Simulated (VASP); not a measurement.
The system is Be6N.

```xyz
7
Lattice="4.5656 0.0000 0.0000 0.0000 4.5656 0.0000 0.0000 0.0000 3.9246" Properties=species:S:1:pos:R:3 pbc="T T T"
Be    0.9017    2.2828    0.2335
Be    3.6639    2.2828    0.2335
Be    2.2828    0.9017    0.2335
Be    2.2828    3.6639    0.2335
Be    2.2828    0.0000    2.2107
Be    0.0000    2.2828    2.2107
N     0.0000    0.0000    3.4558
```

The cell was generated, and may not be a known phase.

```yaml
Program: VASP 6.6.1
Task: relaxation of cell and atoms
Functional: PBE
Potentials_or_basis: VASP PAW PBE potentials, release 64 (Be, N)
Cutoff: 600 eV
k_mesh: 8 × 8 × 10
Occupations: gaussian, width 0.1 eV
Spin: no spin polarisation
```

At the start: pressure -0.5 GPa; volume 11.69 Å³/atom.

Q: How do energy, volume and symmetry change on relaxing?

A: Over 8 steps the energy falls by 6.0 meV/atom and the volume is 11.53 Å³/atom (-1.4 %); space group P4mm (No. 99, to 0.1 Å) before and after.

Step by step:
```
step  energy change (eV)  largest force (eV/Å)  pressure (GPa)  volume (Å³)
   1              0.0000                0.3518           -0.50        81.80
   2             -0.0225                0.3125           -0.40        81.37
   3             -0.0245                0.2920           -0.34        81.20
   4             -0.0317                0.2217            0.12        80.72
   5             -0.0317                0.2200            0.13        80.71
   6             -0.0379                0.1392            0.20        80.55
   7             -0.0409                0.0342            0.32        80.34
   8             -0.0420                0.0093            0.05        80.68
```

Final structure:
```cif
data_structure
_symmetry_space_group_name_H-M 'P 1'
_symmetry_Int_Tables_number 1
_cell_length_a 4.5219
_cell_length_b 4.5219
_cell_length_c 3.9456
_cell_angle_alpha 90.000
_cell_angle_beta 90.000
_cell_angle_gamma 90.000
_cell_volume 80.68
loop_
_atom_site_label
_atom_site_type_symbol
_atom_site_fract_x
_atom_site_fract_y
_atom_site_fract_z
_atom_site_occupancy
Be1 Be 0.19858 0.50000 0.06620 1
Be2 Be 0.80142 0.50000 0.06620 1
Be3 Be 0.50000 0.19858 0.06620 1
Be4 Be 0.50000 0.80142 0.06620 1
Be5 Be 0.50000 0.00000 0.56364 1
Be6 Be 0.00000 0.50000 0.56364 1
N1 N 0.00000 0.00000 0.85309 1
```
